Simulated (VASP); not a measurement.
Wanted: the native input for a VASP 6.6.1 run.

```
Task                   : single point
Functional             : RPBE
Potentials or basis    : VASP PAW PBE potentials, release 64 (Ir)
Cutoff                 : 520 eV
k mesh                 : 13 × 13 × 4
Occupations            : fermi-dirac, width 0.1 eV
Spin                   : no spin polarisation
Dipole correction      : no
Further INCAR settings : ALGO = Normal; EDIFF = 1e-06; NBANDS = 26
```

The structure of Ir lies in POSCAR:

```
Ir
1.0
    2.7504968556      0.0000000000      0.0000000000
   -1.3752484278      2.3820001499      0.0000000000
    0.0000000000      0.0000000000      8.9853741662
Ir
4
Direct
    1.0000000000      1.0000000000      1.0000000000
    1.0000000000      1.0000000000      0.5000000000
    0.3333333333      0.6666666667      0.2500000000
    0.6666666667      0.3333333333      0.7500000000
```

One way to write it, as run:

INCAR

```
SYSTEM = Ir
PREC = Accurate
ENCUT = 520
EDIFF = 1E-6
ISMEAR = -1
SIGMA = 0.1
LREAL = .False.
LASPH = .True.
NELM = 100
ALGO = Normal
ISIF = 2
LWAVE = .False.
LCHARG = .False.
GGA = RP
NBANDS = 26
```

KPOINTS

```
Automatic mesh
0
Gamma
  13 13 4
  0 0 0
```

Potentials or basis: VASP PAW PBE potentials, release 64 (Ir).

The run is started by

```bash
$ cat potpaw_PBE.64/Ir/POTCAR > POTCAR
$ mpirun -np 1 vasp_std > vasp.out
```

Results of the run:

The pressure is 0.3 GPa and the band gap on the k mesh is zero (band 18 reaches 10.73 eV, above the bottom of band 19 at 8.37 eV).

Caveat: the PAW data sets were made with another functional, which shifts forces and pressure a little; spin-orbit coupling is left out, which moves the levels of the heavy elements.

It took 79 s on 1 thread of Intel Xeon 6975P-C (shared host), peak memory 0.22 GiB.
